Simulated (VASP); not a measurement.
# Cu4Sn3 (Cmcm) in VASP: single point with PBE

Aim: the single point of Cu4Sn3 with PBE.

Everything below comes from runs of VASP 6.6.1. Logs are shortened: lines on timing, memory, paths and dates and some standing lists are left out, and cuts for length are marked.

## 1. The cell of the first run

The structure is orthorhombic, space group Cmcm (No. 63). Conventional cell: a = 13.002 Å, b = 7.453 Å, c = 5.208 Å, α = 90.00°, β = 90.00°, γ = 90.00°. Within 3.4 Å of Cu (site symmetry 2/m) lie 4 Cu at 2.60 to 2.69 Å and 6 Sn at 2.66 to 2.95 Å. Cu (site symmetry 2) has 4 Cu at 2.60 to 2.74 Å and 6 Sn at 2.73 to 2.95 Å within 3.4 Å. Within 3.4 Å of Cu (site symmetry m2m) lie 5 Sn at 2.60 to 2.78 Å and 6 Cu at 2.69 to 2.74 Å. Sn (site symmetry m) has 7 Cu at 2.70 to 2.95 Å and 4 Sn at 3.43 to 3.45 Å within 3.6 Å. Within 3.4 Å of Sn (site symmetry m2m) lie 9 Cu at 2.60 to 2.78 Å.

## 2. Single point, PBE

INCAR

```
SYSTEM = Cu4Sn3
PREC = Accurate
ENCUT = 520
EDIFF = 1E-7
ISMEAR = 0
SIGMA = 0.2
LREAL = .False.
LASPH = .True.
NELM = 100
ALGO = Fast
ISIF = 2
LWAVE = .False.
LCHARG = .False.
GGA = PE
NBANDS = 99
```

KPOINTS

```
regular mesh
0
Gamma
  3 3 3
  0 0 0
```

POSCAR

```
Cu4Sn3
1.0
    6.5008340197     -3.7262867620      0.0000000000
    6.5008340197      3.7262867620      0.0000000000
    0.0000000000      0.0000000000      5.2078833744
Cu Sn
8 6
Direct
    0.0000000000      0.0000000000      0.0000000000
    0.0000000000      0.0000000000      0.5000000000
    0.3477986155      0.3477986155      0.5000000000
    0.3477986155      0.3477986155      0.0000000000
    0.6842016991      0.3157983009      0.7500000000
    0.3157983009      0.6842016991      0.2500000000
    0.6522013845      0.6522013845      0.0000000000
    0.6522013845      0.6522013845      0.5000000000
    0.0345920156      0.3342635947      0.7500000000
    0.6657364053     -0.0345920156      0.7500000000
    0.3106976700      0.6893023300      0.7500000000
   -0.0345920156      0.6657364053      0.2500000000
    0.3342635947      0.0345920156      0.2500000000
    0.6893023300      0.3106976700      0.2500000000
```

Potentials or basis: VASP PAW PBE potentials, release 64 (Cu, Sn_d).

The run is started by

```sh
$ cat potpaw_PBE.64/Cu/POTCAR potpaw_PBE.64/Sn_d/POTCAR > POTCAR
$ mpirun -np 1 vasp_std > vasp.out
```

OUTCAR:

```text
SYSTEM = Cu4Sn3
   PREC = Accurate
   ENCUT = 520
   EDIFF = 1E-7
   ISMEAR = 0
   LREAL = .False.
   LASPH = .True.
   NELM = 100
   ISIF = 2
   GGA = PE

 ion  position               nearest neighbor table
   1  0.000  0.000  0.000-   2 2.60   2 2.60  14 2.66  11 2.66   6 2.69   5 2.69  12 2.95  13 2.95
                            10 2.95   9 2.95
   2  0.000  0.000  0.500-   1 2.60   1 2.60  14 2.66  11 2.66   6 2.69   5 2.69  12 2.95  13 2.95
                            10 2.95   9 2.95
   3  0.348  0.348  0.500-   4 2.60   4 2.60  13 2.73   9 2.73   6 2.74   5 2.74  14 2.76  11 2.76
                            12 2.95  10 2.95
   4  0.348  0.348  0.000-   3 2.60   3 2.60  13 2.73   9 2.73   6 2.74   5 2.74  14 2.76  11 2.76
                            12 2.95  10 2.95
   5  0.684  0.316  0.750-  14 2.60  14 2.60   1 2.69   2 2.69   9 2.70  10 2.70   3 2.74   4 2.74
                             7 2.74   8 2.74  11 2.78
   6  0.316  0.684  0.250-  11 2.60  11 2.60   1 2.69   2 2.69  13 2.70  12 2.70   3 2.74   4 2.74
                             7 2.74   8 2.74  14 2.78
   7  0.652  0.652  0.000-   8 2.60   8 2.60  12 2.73  10 2.73   5 2.74   6 2.74  14 2.76  11 2.76
                             9 2.95  13 2.95
   8  0.652  0.652  0.500-   7 2.60   7 2.60  12 2.73  10 2.73   5 2.74   6 2.74  14 2.76  11 2.76
                             9 2.95  13 2.95
   9  0.035  0.334  0.750-   5 2.70   4 2.73   3 2.73   7 2.95   8 2.95   2 2.95   1 2.95  13 3.43
                            13 3.43  12 3.45  12 3.45  14 3.74  14 3.74
  10  0.666  0.965  0.750-   5 2.70   7 2.73   8 2.73   4 2.95   3 2.95   2 2.95   1 2.95  12 3.43
                            12 3.43  13 3.45  13 3.45  14 3.74  14 3.74
  11  0.311  0.689  0.750-   6 2.60   6 2.60   1 2.66   2 2.66   3 2.76   7 2.76   8 2.76   4 2.76
                             5 2.78  13 3.74  12 3.74  12 3.74  13 3.74
  12  0.965  0.666  0.250-   6 2.70   7 2.73   8 2.73   4 2.95   3 2.95   2 2.95   1 2.95  10 3.43
                            10 3.43   9 3.45   9 3.45  11 3.74  11 3.74
  13  0.334  0.035  0.250-   6 2.70   4 2.73   3 2.73   7 2.95   8 2.95   2 2.95   1 2.95   9 3.43
                             9 3.43  10 3.45  10 3.45  11 3.74  11 3.74
  14  0.689  0.311  0.250-   5 2.60   5 2.60   1 2.66   2 2.66   3 2.76   7 2.76   8 2.76   4 2.76
                             6 2.78  10 3.74   9 3.74   9 3.74  10 3.74

  LATTYP: Found a base centered orthorhombic cell.
 ALAT       =     7.4525735240
 B/A-ratio  =     1.7445876914
 C/A-ratio  =     0.6988033540

  Lattice vectors:

 A1 = (  -6.5008340197,  -3.7262867620,   0.0000000000)
 A2 = (   6.5008340197,  -3.7262867620,   0.0000000000)
 A3 = (   0.0000000000,   0.0000000000,   5.2078833744)

Analysis of symmetry for initial positions (statically):
=====================================================================
 Subroutine PRICEL returns:
 Original cell was already a primitive cell.

[... 153 lines left out ...]
  Thomas-Fermi vector in A             =   2.559509
   LORBIT       =      0    0 simple, 1 ext, 2 COOP (PROOUT), +10 PAW based schemes
   GGA     = PE    functional components
   LHFCALC =     F    Hartree Fock is set to
   AEXX    =    0.0000 exact exchange contribution
   IVDW    =     0    specifies the selected vdW correction
   LEPSILON=     F    determine dielectric tensor
   LRPA    =     F    only Hartree local field effects (RPA)
 non-spin polarized calculation
 RMM-DIIS sequential band-by-band and
 Gauss-broadening in eV      SIGMA  =   0.20
  energy-cutoff  :      520.00
  volume of cell :      252.31
 maximum number of plane-waves:      6818
   NGX = 27   NGY = 27   NGZ = 19

 number of electron     172.0000025 magnetization

 Free energy of the ion-electron system (eV)
  ---------------------------------------------------
  ext. energy  EPLUGINS =         0.00000000
  ---------------------------------------------------
  free energy    TOTEN  =       -53.02166088 eV

  energy without entropy =      -52.96664817  energy(sigma->0) =      -52.99415452

 E-fermi :   8.3186     XC(G=0): -11.3128

 val. band max:        8.2807138979   @ k =   0.3333   0.0000   0.0000
 cond. band min:       8.5047801131   @ k =   0.0000   0.0000   0.0000
 fundamental gap:      0.2240662152
 Fermi energy:         8.3185958006

 k-point     1 :       0.0000    0.0000    0.0000
  band No.  band energies     occupation
      1     -13.3171      2.00000
      2     -13.3003      2.00000
      3     -13.2807      2.00000
      4     -13.2746      2.00000
      5     -13.2663      2.00000
      6     -13.2663      2.00000
[... 797 lines left out ...]
     97      11.2647      0.00000
     98      13.3225      0.00000
 [bands above 98 left out]

------------------------ aborting loop because EDIFF is reached ----------------------------------------

  FORCE on cell =-STRESS in cart. coord.  units (eV):
  Direction    XX          YY          ZZ          XY          YZ          ZX
  --------------------------------------------------------------------------------------
  -------------------------------------------------------------------------------------
  Total        0.4638420      0.9365680      0.9207791      0.0000000      0.0000000      0.0000000
  in kB        2.9453983      5.9472104      5.8469510      0.0000000      0.0000000      0.0000000
  external PRESSURE =       4.9131865 kB  Pullay stress =       0.0000000 kB

 VOLUME and BASIS-vectors are now :
 -----------------------------------------------------------------------------
  energy-cutoff  :      520.00
  volume of cell :      252.31
      direct lattice vectors                 reciprocal lattice vectors
     6.500834020 -3.726286762  0.000000000     0.076913208 -0.134181836  0.000000000
     6.500834020  3.726286762  0.000000000     0.076913208  0.134181836  0.000000000
     0.000000000  0.000000000  5.207883374     0.000000000  0.000000000  0.192016589

 POSITION                                       TOTAL-FORCE (eV/Angst)
 -----------------------------------------------------------------------------------
      0.00000      0.00000      0.00000        -0.000000     -0.000000     -0.000000
      0.00000      0.00000      2.60394         0.000000     -0.000000     -0.000000
      4.52196      0.00000      2.60394        -0.030582     -0.000000     -0.000000
      4.52196      0.00000      0.00000        -0.030582     -0.000000     -0.000000
      6.50083     -1.37278      3.90591         0.000000     -0.071972     -0.000000
      6.50083      1.37278      1.30197         0.000000      0.071972     -0.000000
      8.47971      0.00000      0.00000         0.030582     -0.000000      0.000000
      8.47971      0.00000      2.60394         0.030582     -0.000000      0.000000
      2.39787      1.11666      3.90591        -0.000110      0.020096     -0.000000
     10.60380      1.11666      3.90591         0.000110      0.020096     -0.000000
      6.50083      1.41079      3.90591         0.000000      0.010226      0.000000
     10.60380     -1.11666      1.30197         0.000110     -0.020096     -0.000000
      2.39787     -1.11666      1.30197        -0.000110     -0.020096     -0.000000
      6.50083     -1.41079      1.30197         0.000000     -0.010226     -0.000000
 -----------------------------------------------------------------------------------
    total drift:                               -0.000000      0.000000     -0.000000

  FREE ENERGIE OF THE ION-ELECTRON SYSTEM (eV)
  ---------------------------------------------------
  free  energy   TOTEN  =       -53.0216608826 eV

  energy  without entropy=      -52.9666481659  energy(sigma->0) =      -52.99415452
```

OSZICAR:

```text
N       E                     dE             d eps       ncg     rms          rms(c)
DAV:   1     0.216197413475E+04    0.21620E+04   -0.74344E+04  1584   0.295E+03
DAV:   2     0.425468678656E+03   -0.17365E+04   -0.17042E+04  1584   0.809E+02
DAV:   3    -0.200482979124E+02   -0.44552E+03   -0.42982E+03  1584   0.332E+02
DAV:   4    -0.596469283204E+02   -0.39599E+02   -0.38031E+02  2151   0.116E+02
[... 21 lines left out ...]
RMM:  26    -0.530216618352E+02    0.62734E-06   -0.11605E-07   999   0.204E-03    0.340E-03
RMM:  27    -0.530216614586E+02    0.37657E-06   -0.60049E-08   938   0.148E-03    0.252E-03
RMM:  28    -0.530216611215E+02    0.33704E-06   -0.76932E-08   987   0.148E-03    0.159E-03
RMM:  29    -0.530216609459E+02    0.17566E-06   -0.48903E-08   922   0.132E-03    0.115E-03
RMM:  30    -0.530216608826E+02    0.63301E-07   -0.27368E-08   913   0.882E-04
   1 F= -.53021661E+02 E0= -.52994155E+02  d E =-.550127E-01
```

Wall time 6.7 min (1 thread of Intel Xeon Platinum 8488C (Sapphire Rapids), shared host); peak memory 0.43 GiB.

What came out:

```yaml
Free_energy: -53.0217 eV
Pressure: 0.5 GPa
Largest_force: 0.072 eV/Å
Band_gap_on_the_k_mesh: zero (band 86 reaches 9.89 eV, above the bottom of band 87 at 7.97 eV)
```

Forces in eV/Å, atoms in the order of the input:
```
Cu   0.000  0.000  0.000
Cu   0.000  0.000  0.000
Cu  -0.031  0.000  0.000
Cu  -0.031  0.000  0.000
Cu   0.000 -0.072  0.000
Cu   0.000  0.072  0.000
Cu   0.031  0.000  0.000
Cu   0.031  0.000  0.000
Sn   0.000  0.020  0.000
Sn   0.000  0.020  0.000
Sn   0.000  0.010  0.000
Sn   0.000 -0.020  0.000
Sn   0.000 -0.020  0.000
Sn   0.000 -0.010  0.000
```

Levels at points of the mesh, in eV from the Fermi level:
| k point | band 84 | band 85 | band 86 | band 87 | band 88 | band 89 |
| --- | --- | --- | --- | --- | --- | --- |
| (0.00, 0.00, 0.00) | -0.23 | -0.12 | -0.08 | 0.19 | 0.20 | 0.24 |

Caveat: the k points lie up to 0.40 Å⁻¹ apart; spin-orbit coupling is left out, which moves the levels of the heavy elements.
